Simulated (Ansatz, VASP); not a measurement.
One calculation of K, two programs

```
CELL_PARAMETERS angstrom
-2.52419 2.52419 2.52419
2.52419 -2.52419 2.52419
2.52419 2.52419 -2.52419
ATOMIC_POSITIONS crystal
K 0.00000 0.00000 0.00000
```

Alike in both runs: task single point; functional LDA; k mesh 9 × 9 × 9; occupations gaussian, width 0.2 eV; no spin polarisation.

|  | VASP | Ansatz |
| --- | --- | --- |
| version | VASP 6.6.1 | Ansatz 0.2.0 |
| potentials or method | VASP PAW LDA potentials, release 64 (K_sv), cutoff 520 eV | plane waves (420 eV) with PAW, scalar-relativistic |
| valence electrons in the cell | 9 | 9 |

```tsv
	VASP	Ansatz	Ansatz less VASP
pressure (GPa)	0.0	0.0	+0.02
```

Ansatz warns that its potentials were made for another functional, while VASP's fit it. LDA's correlation is that of Perdew and Zunger in VASP and of Perdew and Wang (1992) in Ansatz.
